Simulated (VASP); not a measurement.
Runs of VASP 6.6.1 on LiF. It takes space group Fm-3m (No. 225, cubic). Conventional cell: a = 3.990 Å, b = 3.990 Å, c = 3.990 Å, α = 90.00°, β = 90.00°, γ = 90.00°. Within 2.6 Å of Li (site symmetry m-3m) lie 6 F at 1.99 Å. F (site symmetry m-3m) has 6 Li at 1.99 Å within 2.6 Å. 

```csv
level,k mesh,smearing,grid for exact exchange (PRECFOCK),share of exact exchange,screening parameter,gap on the mesh (eV)
PBE-based screened hybrid with 35 % exact exchange,6 × 6 × 6,gaussian 0.01 eV,Normal,0.35,0.3 1/Å,(a)
HSE06,6 × 6 × 6,gaussian 0.2 eV,Normal,0.25,0.2079 1/Å,11.67
HSE06,6 × 6 × 6,gaussian 0.01 eV,Normal,0.25,0.2079 1/Å,11.67
PBE,8 × 8 × 8,gaussian 0.01 eV,-,-,-,9.35
PBE-based screened hybrid with 5 % exact exchange,6 × 6 × 6,gaussian 0.01 eV,Normal,0.05,0.1 1/Å,9.89
PBE-based screened hybrid with 10 % exact exchange,6 × 6 × 6,gaussian 0.01 eV,Normal,0.1,0.2078 1/Å,10.27
```

Alike in all rows: task single point; potentials or basis VASP PAW PBE potentials, release 64 (Li_sv, F); no spin polarisation; cell as given; cutoff (eV) 520.

Task: Fill in the values left out.

Result: (a) 12.20.

Caveats: some runs use coarse meshes.

A k mesh can miss the band edges.
